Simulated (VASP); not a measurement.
Runs of VASP 6.6.1 on Ag. The structure is that of space group I4/mmm (No. 139), or close to it. The cells are those of the table. 

```csv
cell,gap on the mesh (eV),pressure (GPa)
"a = 3.007, b = 3.007, c = 3.121 Å, angles 58.7, 58.7, 62.5°, 1 atom",none,-12.6
"a = 2.892, b = 2.892, c = 3.005 Å, angles 58.7, 58.7, 62.6°, 1 atom",none,-6.1
"a = 2.837, b = 2.837, c = 2.658 Å, angles 62.1, 62.1, 55.9°, 1 atom",none,17.1
"a = 2.899, b = 2.899, c = 3.121 Å, angles 57.4, 57.4, 65.1°, 1 atom",none,(a)
```

Alike in all rows: task single point; level PBEsol; potentials or basis VASP PAW PBE potentials, release 64 (Ag); no spin polarisation; k mesh 20 × 20 × 20; cutoff (eV) 520; smearing gaussian 0.15 eV.

**Question.** Estimate the missing entries.

**Answer.** (a) -8.2.

Caveats: the PAW data sets were made with another functional, which shifts forces and pressure a little; the cell stands under tension (at least some runs); the cell stands under pressure (at least some runs).

A k mesh can miss the band edges, and the runs leave out spin-orbit coupling on Ag.

A gap of «none» marks levels without a gap at the run's occupations.
